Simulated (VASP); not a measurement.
**HfO2: single point with PBE**

HfO2:

```
Hf O
1.0
     0.00000   -2.54892   -2.54892
     0.00000    2.54892   -2.54892
     5.09784    0.00000    0.00000
Hf O
2 4
Cartesian
  2.5489 -0.0524 -2.5489
  0.0000 0.0524 0.0000
  3.5588 1.2745 -1.2748
  1.5391 -1.2745 -1.2741
  1.0099 1.2745 -1.2748
  4.0880 -1.2745 -1.2741
```

This cell differs from its parent crystal: atoms displaced along a vibrational mode.

```yaml
Program: VASP 6.6.1
Task: single point
Functional: PBE
Potentials_or_basis: VASP PAW PBE potentials, release 64 (Hf_pv, O)
Cutoff: 520 eV
k_mesh: 6 × 6 × 6
Occupations: gaussian, width 0.05 eV
Spin: no spin polarisation
Dipole_correction: no
Further_INCAR_settings: ALGO = Normal; EDIFF = 1e-07; NBANDS = 31
```

```yaml
Pressure: 3.0 GPa
Largest_force: 0.553 eV/Å
Band_gap_on_the_k_mesh: 4.41 eV (least direct gap 4.49 eV)
```

Forces in eV/Å, atoms in the order of the input:
```
Hf   0.000  0.553  0.000
Hf   0.000 -0.553  0.000
O    0.117 -0.312 -0.118
O   -0.117 -0.312  0.118
O    0.117  0.312 -0.118
O   -0.117  0.312  0.118
```

Stress tensor (GPa, compression positive):
```
 9.17  0.00 -3.19
 0.00 -0.05  0.00
-3.19  0.00 -0.11
```

Levels at points of the mesh, in eV from the valence-band top:
| k point | band 18 | band 19 | band 20 | band 21 | band 22 | band 23 | band 24 | band 25 | band 26 | band 27 |
| --- | --- | --- | --- | --- | --- | --- | --- | --- | --- | --- |
| (0.00, 0.00, 0.00) | -1.46 | -0.58 | -0.34 | -0.33 | -0.07 | 4.41 | 4.52 | 5.58 | 6.00 | 6.52 |
| (0.50, 0.00, 0.00) | -2.30 | -1.63 | -1.54 | -0.13 | -0.11 | 4.82 | 4.83 | 5.79 | 6.11 | 7.33 |
| (0.50, 0.50, 0.00) | -1.31 | -0.86 | -0.71 | -0.68 | -0.56 | 5.40 | 5.40 | 6.04 | 6.05 | 6.94 |
| (0.00, 0.00, 0.50) | -2.77 | -0.81 | -0.81 | -0.24 | -0.24 | 5.12 | 5.12 | 5.51 | 5.51 | 8.44 |
| (0.50, 0.00, 0.50) | -2.06 | -1.60 | -1.48 | -1.13 | -1.12 | 5.02 | 5.06 | 5.40 | 5.53 | 7.24 |
| (0.50, 0.50, 0.50) | -1.99 | -1.65 | -1.65 | -0.29 | -0.29 | 5.64 | 5.64 | 6.18 | 6.18 | 7.11 |

Wall time 53 s on 1 thread of Intel(R) Xeon(R) 6975P-C (Granite Rapids), on a shared host, peak memory 0.25 GiB.

Caveat: the cell differs from its parent crystal (atoms displaced along a vibrational mode); the cell stands under pressure; spin-orbit coupling is left out, which moves the levels of the heavy elements. A k mesh can miss the band edges.
